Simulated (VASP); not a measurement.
A run of VASP 6.6.1 is set up as follows.

The input INCAR:

```
SYSTEM = ZnS
PREC = Accurate ; ENCUT = 520
EDIFF = 1E-6 ; ISMEAR = 0
SIGMA = 0.05 ; LREAL = .False.
LASPH = .True. ; NELM = 100
ALGO = Normal ; ISIF = 2
LWAVE = .False. ; LCHARG = .True.
GGA = PE ; LELF = .True.
LVHAR = .True. ; NBANDS = 26
```

Contents of KPOINTS:

```
regular mesh
0
Gamma
  12 12 4
  0 0 0
```

Contents of POSCAR:

```
ZnS
1.0
    4.1531324266      0.0000000000      0.0000000000
   -2.0765662133      3.5967181867      0.0000000000
    0.0000000000      0.0000000000      5.8009066467
Zn S
2 2
Direct
    0.3333333333      0.6666666667      0.0052197901
    0.6666666667      0.3333333333      0.5052197901
    0.3333333333      0.6666666667      0.3797802099
    0.6666666667      0.3333333333      0.8797802099
```

Potentials or basis: VASP PAW PBE potentials, release 64 (Zn, S).

The run is started by

```bash
$ cat potpaw_PBE.64/Zn/POTCAR potpaw_PBE.64/S/POTCAR > POTCAR
$ mpirun -np 1 vasp_std > vasp.out
```

Predict the band gap on the k mesh.

1.78 eV.

Estimate the largest force.

1.286 eV/Å.

Predict the pressure.

-1.1 GPa.

Forces on the atoms (eV/Å):
```
Zn   0.000  0.000 -1.286
Zn   0.000  0.000 -1.286
S    0.000  0.000  1.286
S    0.000  0.000  1.286
```

Caveat: the cell differs from its parent crystal (strain +0.080 along x and y, -0.080 along z); forces of over 1 eV/Å act on the atoms, so gaps and moduli don't describe the material at rest. A k mesh can miss the band edges.
